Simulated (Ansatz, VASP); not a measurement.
Two plane-wave programs on Ti

Contents of INCAR:

```
SYSTEM = Ti
ALGO     = Normal         ! electronic algorithm
EDIFF    = 1E-6           ! SCF threshold, eV
ENCUT    = 520            ! plane-wave cutoff, eV
GGA      = PS             ! functional
ISIF     = 2              ! what is computed and relaxed
ISMEAR   = 0              ! smearing method
LASPH    = .True.         ! aspherical terms in the spheres
LCHARG   = .False.        ! write CHGCAR
LREAL    = .False.        ! projectors in reciprocal space
LWAVE    = .False.        ! write WAVECAR
NBANDS   = 12             ! bands
NELM     = 100            ! most SCF steps
PREC     = Accurate       ! precision mode
SIGMA    = 0.1            ! smearing width, eV
```

Contents of KPOINTS:

```
k-points
0
Gamma
  18 18 18
  0 0 0
```

File POSCAR:

```
Ti
1.0
    0.0000000000      1.9865233895      1.9865233895
    1.9865233895      0.0000000000      1.9865233895
    1.9865233895      1.9865233895      0.0000000000
Ti
1
Direct
    0.0000000000      0.0000000000      0.0000000000
```

Input for Ansatz:

```yaml
crystal:
  lattice:
    - [0.0, 1.9865233894, 1.9865233894]
    - [1.9865233894, 0.0, 1.9865233894]
    - [1.9865233894, 1.9865233894, 0.0]
  atoms:
    - { symbol: Ti, position: [0.0, 0.0, 0.0] }
basis:
  ecutwfc: 420
kpoints:
  mp_grid: { grid: [18, 18, 18] }
hamiltonian:
  xc: pbesol
scf:
  occupations: { method: gaussian, width: 0.1 }
output:
  forces: true
  stress: true
  eigenvalues: true
```

Alike in both runs: task single point; functional PBEsol; k mesh 18 × 18 × 18; occupations gaussian, width 0.1 eV; no spin polarisation.

|  | VASP | Ansatz |
| --- | --- | --- |
| version | VASP 6.6.1 | Ansatz 0.2.0 |
| potentials or method | VASP PAW PBE potentials, release 64 (Ti_sv), cutoff 520 eV | scalar-relativistic, plane waves, PAW |
| valence electrons in the cell | 12 | 12 |

Ansatz gave:

| Property | Result |
| --- | --- |
| gap on the k mesh at the Fermi level (eV) | none |
| pressure (GPa) | 7.8 |

Q: Which values does VASP return?

A: gap on the k mesh at the Fermi level (eV): none; pressure (GPa): 7.4.

VASP's potentials were made for PBE, not for PBEsol. A gap of «none» marks a metal or a gap that the smearing closes. The functional is the same, so the differences come from potentials, cutoffs and numerics.
